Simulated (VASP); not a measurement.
Runs of VASP 6.6.1 on LiF. The structure is that of space group Fm-3m (No. 225), or close to it. The cells are those of the table. 

| level | cell | smearing | gap on the mesh (eV) |
| --- | --- | --- | --- |
| PBE | a = 2.880, b = 2.880, c = 2.937 Å, angles 59.3, 59.3, 61.3°, 2 atoms | fermi-dirac 0.02 eV | (a) |
| r2SCAN | a = 2.990 Å, angles 60.0°, 2 atoms | gaussian 0.01 eV | 8.96 |
| PBE | a = 2.990 Å, angles 60.0°, 2 atoms | fermi-dirac 0.02 eV | 7.91 |
| r2SCAN | a = 2.880, b = 2.880, c = 2.937 Å, angles 59.3, 59.3, 61.3°, 2 atoms | gaussian 0.01 eV | 9.74 |

Alike in all rows: task single point; potentials or basis VASP PAW PBE potentials, release 64 (Li_sv, F); no spin polarisation; k mesh 10 × 10 × 10; cutoff (eV) 520.

Question: Estimate the missing entries.

Answer: (a) 8.60.

A k mesh can miss the band edges.
